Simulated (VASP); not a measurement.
# ZrN (Fm-3m) in VASP: further runs, part 2 of 2

VASP 6.6.1.

**4. Electric field gradients, LDA**

This run uses another cell than the first one, of 11.92 Å³/atom.

INCAR reads:

```
SYSTEM = ZrN
PREC = Accurate ; ENCUT = 520
EDIFF = 1E-8 ; ISMEAR = -1
SIGMA = 0.01 ; LREAL = .False.
LASPH = .True. ; NELM = 120
ALGO = Normal ; ISIF = 2
LWAVE = .False. ; LCHARG = .False.
LEFG = .True. ; NBANDS = 16
GGA_COMPAT = .False.
```

KPOINTS reads:

```
Automatic mesh
0
Gamma
  9 9 9
  0 0 0
```

POSCAR reads:

```
ZrN
1.0
    0.0000000000      2.2842300000      2.2842300000
    2.2842300000      0.0000000000      2.2842300000
    2.2842300000      2.2842300000      0.0000000000
Zr N
1 1
Direct
    0.0000000000      0.0000000000      0.0000000000
    0.5000000000      0.5000000000      0.5000000000
```

Potentials or basis: VASP PAW LDA potentials, release 64 (Zr_sv, N).

Command:

```console
$ cat potpaw_LDA.64/Zr_sv/POTCAR potpaw_LDA.64/N/POTCAR > POTCAR
$ mpirun -np 1 vasp_std > vasp.out
```

OUTCAR:

```text
SYSTEM = ZrN
   PREC = Accurate
   ENCUT = 520
   EDIFF = 1E-8
   ISMEAR = -1
   LREAL = .False.
   LASPH = .True.
   NELM = 120
   ISIF = 2

 ion  position               nearest neighbor table
   1  0.000  0.000  0.000-   2 2.28   2 2.28   2 2.28   2 2.28   2 2.28   2 2.28
   2  0.500  0.500  0.500-   1 2.28   1 2.28   1 2.28   1 2.28   1 2.28   1 2.28

  LATTYP: Found a face centered cubic cell.
 ALAT       =     4.5684600000

  Lattice vectors:

 A1 = (   0.0000000000,   2.2842300000,   2.2842300000)
 A2 = (   2.2842300000,   0.0000000000,   2.2842300000)
 A3 = (   2.2842300000,   2.2842300000,   0.0000000000)

Analysis of symmetry for initial positions (statically):
=====================================================================
 Subroutine PRICEL returns:
 Original cell was already a primitive cell.

 Routine SETGRP: Setting up the symmetry group for a
 face centered cubic supercell.

 Subroutine GETGRP returns: Found 48 space group operations
 (whereof 48 operations were pure point group operations)
 out of a pool of 48 trial point group operations.

The static configuration has the point symmetry O_h .

Analysis of symmetry for dynamics (positions and initial velocities):
=====================================================================
 Subroutine PRICEL returns:
 Original cell was already a primitive cell.

 Routine SETGRP: Setting up the symmetry group for a
 face centered cubic supercell.

 Subroutine GETGRP returns: Found 48 space group operations
 (whereof 48 operations were pure point group operations)
 out of a pool of 48 trial point group operations.

The dynamic configuration has the point symmetry O_h .

 Subroutine INISYM returns: Found 48 space group operations
 (whereof 48 operations are pure point group operations),
 and found     1 'primitive' translations

----------------------------------------------------------------------------------------

                                     Primitive cell

  volume of cell :      23.8369

  direct lattice vectors                    reciprocal lattice vectors
     0.000000000  2.284230000  2.284230000    -0.218892143  0.218892143  0.218892143
     2.284230000  0.000000000  2.284230000     0.218892143 -0.218892143  0.218892143
     2.284230000  2.284230000  0.000000000     0.218892143  0.218892143 -0.218892143

  length of vectors
     3.230389046  3.230389046  3.230389046     0.379132313  0.379132313  0.379132313

  position of ions in fractional coordinates (direct lattice)
     0.000000000  0.000000000  0.000000000
     0.500000000  0.500000000  0.500000000

  ion indices of the primitive-cell ions
   primitive index   ion index
                 1           1
                 2           2

----------------------------------------------------------------------------------------

 KPOINTS: Automatic mesh

Automatic generation of k-mesh.
 Grid dimensions read from file:
 generate k-points for:    9    9    9

 Generating k-lattice:
[... 63 lines left out ...]
   LREAL  =      F    real-space projection
   EDIFFG = 0.1E-06   stopping-criterion for IOM
   NSW    =      0    number of steps for IOM
   IBRION =     -1    ionic relax: 0-MD 1-quasi-New 2-CG
   NFREE  =      0    steps in history (QN), initial steepest desc. (CG)
   ISIF   =      2    stress and relaxation
   ISYM   =      2    0-nonsym 1-usesym 2-fastsym
   POTIM  = 0.5000    time-step for ionic-motion
   TEBEG  =    0.0;   TEEND  =   0.0 temperature during run
   PSTRESS=    0.0 pullay stress
   NELECT =      17.0000    total number of electrons
   NUPDOWN=      -1.0000    fix difference up-down
   EMIN   =  10.00;   EMAX   =-10.00  energy-range for DOS
   EFERMI =   0.00;   METHOD = LEGACY
   ISMEAR =    -1;   SIGMA  =   0.01  broadening in eV -4-tet -1-fermi 0-gaus
   EFERMI_NEDOS =   21; number of points for ismear=-14 and -15
   IALGO  =     38    algorithm
   IMIX   =      4    mixing-type and parameters
     AMIX     =   0.40;   BMIX     =  1.00
     AMIX_MAG =   1.60;   BMIX_MAG =  1.00
  volume/ion in A,a.u.               =      11.92        80.43
  Fermi-wavevector in a.u.,A,eV,Ry     =   1.462653  2.764013 29.107676  2.139354
  Thomas-Fermi vector in A             =   2.578841
   LORBIT       =      0    0 simple, 1 ext, 2 COOP (PROOUT), +10 PAW based schemes
   GGA     = CA    functional components
   LHFCALC =     F    Hartree Fock is set to
   AEXX    =    0.0000 exact exchange contribution
   IVDW    =     0    specifies the selected vdW correction
   LEPSILON=     F    determine dielectric tensor
   LRPA    =     F    only Hartree local field effects (RPA)
 non-spin polarized calculation
  energy-cutoff  :      520.00
  volume of cell :       23.84
 maximum number of plane-waves:       652
   NGX = 13   NGY = 13   NGZ = 13

 number of electron      16.9999999 magnetization

 Free energy of the ion-electron system (eV)
  ---------------------------------------------------
  ext. energy  EPLUGINS =         0.00000000
  ---------------------------------------------------
  free energy    TOTEN  =       -22.40883920 eV

  energy without entropy =      -22.40798881  energy(sigma->0) =      -22.40841400

 E-fermi :  11.8332     XC(G=0): -12.8362

 val. band max:       11.7975570168   @ k =   0.1111   0.0000   0.0000
 cond. band min:      11.8421469223   @ k =   0.4444   0.2222   0.1111
 fundamental gap:      0.0445899055
 Fermi energy:        11.8332159561

 k-point     1 :       0.0000    0.0000    0.0000
  band No.  band energies     occupation
      1     -37.3654      2.00000
      2     -15.1201      2.00000
      3     -15.1201      2.00000
      4     -15.1201      2.00000
      5      -4.2042      2.00000
      6       9.2253      2.00000
[... 433 lines left out ...]
      3     -15.4878      2.00000
      4     -15.4878      2.00000
      5      -3.6152      2.00000
      6       7.1554      2.00000
[... 8 lines left out ...]
     15      22.4036      0.00000
     16      27.5959      0.00000

 [... further k-points ...]
[... 5 lines left out ...]
  --------------------------------------------------------------------------------------
  -------------------------------------------------------------------------------------
  Total       -1.0409544     -1.0409544     -1.0409544     -0.0000000      0.0000000      0.0000000
  in kB      -69.9669273    -69.9669273    -69.9669273     -0.0000000      0.0000000      0.0000000
  external PRESSURE =     -69.9669273 kB  Pullay stress =       0.0000000 kB

 VOLUME and BASIS-vectors are now :
 -----------------------------------------------------------------------------
  energy-cutoff  :      520.00
  volume of cell :       23.84
      direct lattice vectors                 reciprocal lattice vectors
     0.000000000  2.284230000  2.284230000    -0.218892143  0.218892143  0.218892143
     2.284230000  0.000000000  2.284230000     0.218892143 -0.218892143  0.218892143
     2.284230000  2.284230000  0.000000000     0.218892143  0.218892143 -0.218892143

 POSITION                                       TOTAL-FORCE (eV/Angst)
 -----------------------------------------------------------------------------------
      0.00000      0.00000      0.00000         0.000000      0.000000      0.000000
      2.28423      2.28423      2.28423         0.000000      0.000000      0.000000
 -----------------------------------------------------------------------------------
    total drift:                                0.000000     -0.000000     -0.000000

  FREE ENERGIE OF THE ION-ELECTRON SYSTEM (eV)
  ---------------------------------------------------
  free  energy   TOTEN  =       -22.4088391965 eV

  energy  without entropy=      -22.4079888092  energy(sigma->0) =      -22.40841400

 Electric field gradients (V/A^2)
---------------------------------------------------------------------
 ion       V_xx      V_yy      V_zz      V_xy      V_xz      V_yz
---------------------------------------------------------------------
   1      -0.000    -0.000    -0.000    -0.000    -0.000    -0.000
   2       0.000    -0.000     0.000    -0.000    -0.000    -0.000
---------------------------------------------------------------------

 Electric field gradients after diagonalization (V/A^2)
 (convention: |V_zz| > |V_xx| > |V_yy|)
----------------------------------------------------------------------
 ion       V_xx      V_yy      V_zz     asymmetry (V_yy - V_xx)/ V_zz
----------------------------------------------------------------------
   1       0.000     0.000    -0.000       0.000
   2       0.000     0.000    -0.001       0.000
----------------------------------------------------------------------

           NMR quadrupolar parameters

 Cq : quadrupolar parameter    Cq=e*Q*V_zz/h
 eta: asymmetry parameters     (V_yy - V_xx)/ V_zz
 Q  : nuclear electric quadrupole moment in mb (millibarn)
----------------------------------------------------------------------
 ion       Cq(MHz)       eta       Q (mb)
----------------------------------------------------------------------
   1      -0.000       0.000       1.000
   2      -0.000       0.000       1.000
----------------------------------------------------------------------
```

stdout:

```text
POSCAR found type information on POSCAR ZrN
 POSCAR found :  2 types and       2 ions
 scaLAPACK will be used
 LDA part: xc-table for (Slater(with rela. corr.)+CA(PZ))
 , standard interpolation
 POSCAR, INCAR and KPOINTS ok, starting setup
 FFT: planning ... GRIDC
 FFT: planning ... GRID_SOFT
 FFT: planning ... GRID
 WAVECAR not read
 entering main loop
ion   1

ion   2
```

Run time: 35 s. Hardware: 1 thread of AMD EPYC 7R13, shared host; peak memory 0.1 GiB.

Results:

- Free energy: -22.4088 eV
- Pressure: -7.0 GPa
- Band gap on the k mesh: zero (an odd number of electrons rules out a gap without spin polarisation)
- Largest electric field gradient by atom: zero within the noise of the run

Caveat: the cell stands under tension.

**5. Electric field gradients, r2SCAN**

This run uses another cell than the first one, of 11.92 Å³/atom.

POSCAR is that of step 4.

INCAR.step1 reads:

```
  PREC = Accurate
  ENCUT = 580
  ISMEAR = -1
  SIGMA = 0.01
  LREAL = F
  LASPH = T
  NELM = 120
  NBANDS = 16
  GGA = PE
  ALGO = Normal
  EDIFF = 1E-5
  LWAVE = T
  LCHARG = F
  GGA_COMPAT = F
```

INCAR.step2 reads:

```
  PREC = Accurate
  ENCUT = 580
  EDIFF = 1E-8
  ISMEAR = -1
  SIGMA = 0.01
  LREAL = F
  LASPH = T
  NELM = 120
  ALGO = Normal
  ISIF = 2
  LWAVE = F
  LCHARG = F
  METAGGA = R2SCAN
  LMIXTAU = T
  LEFG = T
  NBANDS = 16
  ISTART = 1
  GGA_COMPAT = F
```

KPOINTS reads:

```
Automatic mesh
0
Gamma
  9 9 9
```

Potentials or basis: VASP PAW PBE potentials, release 64 (Zr_sv, N).

Command:

```console
$ cat potpaw_PBE.64/Zr_sv/POTCAR potpaw_PBE.64/N/POTCAR > POTCAR
$ cp INCAR.step1 INCAR
$ mpirun -np 1 vasp_std > vasp.out
$ cp INCAR.step2 INCAR
$ mpirun -np 1 vasp_std > vasp.out
```

OUTCAR:

```text
PREC = Accurate
   ENCUT = 580
   EDIFF = 1E-8
   ISMEAR = -1
   LREAL = F
   LASPH = T
   NELM = 120
   ISIF = 2
   METAGGA = R2SCAN
   ISTART = 1

 ion  position               nearest neighbor table
   1  0.000  0.000  0.000-   2 2.28   2 2.28   2 2.28   2 2.28   2 2.28   2 2.28
   2  0.500  0.500  0.500-   1 2.28   1 2.28   1 2.28   1 2.28   1 2.28   1 2.28

  LATTYP: Found a face centered cubic cell.
 ALAT       =     4.5684600000

  Lattice vectors:

 A1 = (   0.0000000000,   2.2842300000,   2.2842300000)
 A2 = (   2.2842300000,   0.0000000000,   2.2842300000)
[... 668 lines left out ...]
  ---------------------------------------------------
  free  energy   TOTEN  =       -35.8367928277 eV

  energy  without entropy=      -35.8356301789  energy(sigma->0) =      -35.83621150

 Electric field gradients (V/A^2)
---------------------------------------------------------------------
 ion       V_xx      V_yy      V_zz      V_xy      V_xz      V_yz
---------------------------------------------------------------------
   1       0.000     0.000    -0.000     0.000     0.000     0.000
   2       0.000    -0.000    -0.000     0.000     0.000     0.000
---------------------------------------------------------------------

 Electric field gradients after diagonalization (V/A^2)
 (convention: |V_zz| > |V_xx| > |V_yy|)
----------------------------------------------------------------------
 ion       V_xx      V_yy      V_zz     asymmetry (V_yy - V_xx)/ V_zz
----------------------------------------------------------------------
   1      -0.000    -0.000     0.000       0.000
   2      -0.000    -0.000     0.001       0.000
----------------------------------------------------------------------

           NMR quadrupolar parameters

 Cq : quadrupolar parameter    Cq=e*Q*V_zz/h
 eta: asymmetry parameters     (V_yy - V_xx)/ V_zz
 Q  : nuclear electric quadrupole moment in mb (millibarn)
----------------------------------------------------------------------
 ion       Cq(MHz)       eta       Q (mb)
----------------------------------------------------------------------
   1       0.000       0.000       1.000
   2       0.000       0.000       1.000
----------------------------------------------------------------------
```

OUTCAR.step1:

```text
PREC = Accurate
   ENCUT = 580
   ISMEAR = -1
   LREAL = F
   LASPH = T
   NELM = 120
[... 675 lines left out ...]
 -----------------------------------------------------------------------------------
      0.00000      0.00000      0.00000        -0.000000     -0.000000      0.000000
      2.28423      2.28423      2.28423         0.000000      0.000000     -0.000000
 -----------------------------------------------------------------------------------
    total drift:                                0.000000      0.000000      0.000000

  FREE ENERGIE OF THE ION-ELECTRON SYSTEM (eV)
  ---------------------------------------------------
  free  energy   TOTEN  =       -20.3677562762 eV

  energy  without entropy=      -20.3667680257  energy(sigma->0) =      -20.36726215
```

OSZICAR.step1:

```text
N       E                     dE             d eps       ncg     rms          rms(c)
DAV:   1     0.127241150751E+03    0.12724E+03   -0.98526E+03  1120   0.116E+03
DAV:   2    -0.187993962608E+02   -0.14604E+03   -0.13675E+03  1480   0.321E+02
DAV:   3    -0.237620486655E+02   -0.49627E+01   -0.49372E+01  1568   0.572E+01
DAV:   4    -0.238354069212E+02   -0.73358E-01   -0.73351E-01  1472   0.561E+00
DAV:   5    -0.238364477985E+02   -0.10409E-02   -0.10409E-02  1528   0.452E-01    0.222E+01
DAV:   6    -0.205196828979E+02    0.33168E+01   -0.71892E+00  1312   0.259E+01    0.851E+00
DAV:   7    -0.203957052597E+02    0.12398E+00   -0.51814E-01  1328   0.665E+00    0.690E+00
DAV:   8    -0.203821686802E+02    0.13537E-01   -0.22099E-01  1448   0.433E+00    0.384E+00
DAV:   9    -0.203678563903E+02    0.14312E-01   -0.46826E-02  1248   0.208E+00    0.108E+00
DAV:  10    -0.203677782796E+02    0.78111E-04   -0.21299E-03  1392   0.499E-01    0.129E-01
DAV:  11    -0.203677627690E+02    0.15511E-04   -0.61095E-05  1408   0.628E-02    0.871E-02
DAV:  12    -0.203677562762E+02    0.64928E-05   -0.10878E-05   912   0.283E-02
   1 F= -.20367756E+02 E0= -.20367262E+02  d E =-.988250E-03
```

It took 3.8 min on 1 thread of AMD EPYC 7R13, shared host; peak memory 0.14 GiB.

Results:

```
Free energy                             : -35.8368 eV
Pressure                                : 3.5 GPa
Band gap on the k mesh                  : zero (an odd number of electrons rules out a gap without spin polarisation)
Largest electric field gradient by atom : zero within the noise of the run
```

Levels at points of the mesh, in eV from the Fermi level:
```tsv
k point	band 7	band 8	band 9	band 10	band 11	band 12
(0.00, 0.00, 0.00)	-3.02	-3.02	-0.37	-0.37	-0.37	1.71
```

Caveat: the cell stands under pressure; the PAW data sets were made with another functional, which shifts forces and pressure a little.

**6. Summary**

```tsv
task	level	potentials or basis	cell	cutoff (eV)	k mesh for the DOS	occupations for the DOS	gap on the mesh (eV)	pressure (GPa)
electric field gradients	PBE	VASP PAW PBE potentials, release 64 (Zr_sv, N)	a = 3.262 Å, angles 60.0°, 2 atoms	520	-	-	none	-2.8
single point	PBE	VASP PAW PBE potentials, release 64 (Zr_sv, N)	a = 3.230 Å, angles 60.0°, 2 atoms	520	14 × 14 × 14	tetrahedron	-	-
electric field gradients	LDA	VASP PAW LDA potentials, release 64 (Zr_sv, N)	a = 3.230 Å, angles 60.0°, 2 atoms	520	-	-	none	-7.0
electric field gradients	r2SCAN	VASP PAW PBE potentials, release 64 (Zr_sv, N)	a = 3.230 Å, angles 60.0°, 2 atoms	580	-	-	none	3.5
```

Alike in all rows: no spin polarisation; k mesh 9 × 9 × 9; smearing fermi-dirac 0.01 eV.

Caveats: the cell stands under tension (at least some runs); the cell stands under pressure (at least some runs); the PAW data sets were made with another functional, which shifts forces and pressure a little (at least some runs).

Total energies depend on the potentials used, so only differences within one code and one set of settings carry meaning.
